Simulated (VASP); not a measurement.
A run of VASP 6.6.1:

Contents of INCAR:

```
SYSTEM = Si
PREC     = Accurate       ! precision mode
ENCUT    = 500            ! plane-wave cutoff, eV
EDIFF    = 1E-6           ! SCF threshold, eV
ISMEAR   = 0              ! smearing method
SIGMA    = 0.1            ! smearing width, eV
LREAL    = .FALSE.        ! projectors in reciprocal space
LASPH    = .TRUE.         ! aspherical terms in the spheres
NELM     = 120            ! most SCF steps
ALGO     = Normal         ! electronic algorithm
ISIF     = 2              ! what is computed and relaxed
LWAVE    = .FALSE.        ! write WAVECAR
LCHARG   = .FALSE.        ! write CHGCAR
NBANDS   = 16             ! bands
GGA_COMPAT= .FALSE.
```

The input KPOINTS:

```
regular mesh
0
G
  6 6 4
  0 0 0
```

Contents of POSCAR:

```
Si
1.0
    3.8313174605      0.0000000000      0.0000000000
   -1.9156587303      3.3180182508      0.0000000000
    0.0000000000      0.0000000000      6.3326220002
Si
4
Direct
    0.3333333300      0.6666666700      0.0630095000
    0.6666666700      0.3333333300      0.5630095000
    0.3333333300      0.6666666700      0.4369905000
    0.6666666700      0.3333333300      0.9369905000
```

Potentials or basis: VASP PAW LDA potentials, release 64 (Si).

The run is started by

```sh
$ cat potpaw_LDA.64/Si/POTCAR > POTCAR
$ mpirun -np 1 vasp_std > vasp.out
```

Hardware: 1 thread of Intel Xeon 8259CL, on a shared host.

How long does it take, and how much memory?

Wall time 24 s on 1 thread of Intel Xeon 8259CL, with other jobs on the host, peak memory 0.16 GiB. Counts: scf iterations 12, k points 21.
